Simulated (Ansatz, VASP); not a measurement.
**GaAs: VASP beside Ansatz**

INCAR

```
PREC = Accurate
ENCUT = 520
EDIFF = 1E-6
ISMEAR = 0
SIGMA = 0.01
LREAL = F
LASPH = T
NELM = 100
ALGO = Normal
ISIF = 2
LWAVE = F
LCHARG = F
GGA = PS
NBANDS = 26
```

The input KPOINTS:

```
Automatic mesh
0
Gamma
  10 10 6
```

The input POSCAR:

```
GaAs
1.0
    2.8289764104      2.8289764104      0.0000000000
   -2.8289764104      2.8289764104      0.0000000000
    0.0000000000      0.0000000000      5.8842709337
Ga As
2 2
Direct
    0.0000000000      0.0000000000      0.0000000000
    0.5000000000      0.5000000000      0.5000000000
    0.5000000000      0.0000000000      0.7500000000
    0.0000000000      0.5000000000      0.2500000000
```

Input for Ansatz:

```yaml
crystal:
  lattice:
    - [2.8289764104, 2.8289764104, 0.0]
    - [-2.8289764104, 2.8289764104, 0.0]
    - [0.0, 0.0, 5.8842709337]
  atoms:
    - { symbol: Ga, position: [0.0, 0.0, 0.0] }
    - { symbol: Ga, position: [0.5, 0.5, 0.5] }
    - { symbol: As, position: [0.5, 0.0, 0.75] }
    - { symbol: As, position: [0.0, 0.5, 0.25] }
basis:
  ecutwfc: 420
kpoints:
  mp_grid: { grid: [10, 10, 6] }
hamiltonian:
  xc: pbesol
scf:
  occupations: { method: gaussian, width: 0.01 }
output:
  forces: true
  stress: true
  eigenvalues: true
```

Change from the starting cell: strain along c alone, the other axes held, atoms relaxed: +4.0 %.

Alike in both runs: task single point; functional PBEsol; k mesh 10 × 10 × 6; occupations gaussian, width 0.01 eV; no spin polarisation.

|  | VASP | Ansatz |
| --- | --- | --- |
| version | VASP 6.6.1 | Ansatz 0.2.0 |
| potentials or method | VASP PAW PBE potentials, release 64 (Ga_d, As), cutoff 520 eV | scalar-relativistic, plane waves, PAW |
| valence electrons in the cell | 36 | 56 |

```tsv
	VASP	Ansatz	Ansatz less VASP
gap on the k mesh at the Fermi level (eV)	0.06	0.05	-0.012
least direct gap on the mesh (eV)	0.06	0.05	-0.012
pressure (GPa)	-2.3	-2.5	-0.15
traceless stress, the component that is largest in VASP (GPa)	-1.68	-1.68	+0.004
```

VASP's potentials were made for PBE, not for PBEsol. VASP's potentials hold 36 valence electrons a cell and Ansatz's 56, so a difference there can come from the potentials and not from the codes.
